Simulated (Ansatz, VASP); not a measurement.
## Zr: VASP beside Ansatz

INCAR

```
PREC = Accurate
ENCUT = 520
EDIFF = 1E-6
ISMEAR = 0
SIGMA = 0.15
LREAL = False
LASPH = True
NELM = 100
ALGO = Fast
ISIF = 2
LWAVE = False
LCHARG = True
GGA = PS
LELF = True
LVHAR = True
NBANDS = 19
```

The input KPOINTS:

```
regular mesh
0
Gamma
  18 18 10
```

File POSCAR:

```
Zr
1.0
    3.1835182492      0.0000000000      0.0000000000
   -1.5917591246      2.7570076772      0.0000000000
    0.0000000000      0.0000000000      5.1470000000
Zr
2
Direct
    0.3333333333      0.6666666667      0.2500000000
    0.6666666667      0.3333333333      0.7500000000
```

Input for Ansatz:

```yaml
crystal:
  lattice:
    - [3.1835182492, 0.0, 0.0]
    - [-1.5917591246, 2.7570076772, 0.0]
    - [0.0, 0.0, 5.147]
  atoms:
    - { symbol: Zr, position: [0.3333333333, 0.6666666667, 0.25] }
    - { symbol: Zr, position: [0.6666666667, 0.3333333333, 0.75] }
basis:
  ecutwfc: 420
kpoints:
  mp_grid: { grid: [18, 18, 10] }
hamiltonian:
  xc: pbesol
scf:
  occupations: { method: gaussian, width: 0.15 }
output:
  forces: true
  stress: true
  eigenvalues: true
```

Change from the starting cell: strain -0.015 along x and y, +0.000 along z, atoms carried along.

Alike in both runs: task single point; functional PBEsol; k mesh 18 × 18 × 10; occupations gaussian, width 0.15 eV; no spin polarisation.

|  | VASP | Ansatz |
| --- | --- | --- |
| version | VASP 6.6.1 | Ansatz 0.2.0 |
| potentials or method | VASP PAW PBE potentials, release 64 (Zr_sv), cutoff 520 eV | scalar-relativistic, plane waves, PAW |
| valence electrons in the cell | 24 | 24 |

|  | VASP | Ansatz | Ansatz less VASP |
| --- | --- | --- | --- |
| gap on the k mesh at the Fermi level (eV) | none | none | - |
| pressure (GPa) | -0.5 | -0.6 | -0.06 |
| traceless stress, the component that is largest in VASP (GPa) | -0.42 | -0.41 | 0.000 |

VASP's potentials were made for PBE, not for PBEsol. A gap of «none» marks a metal or a gap that the smearing closes.
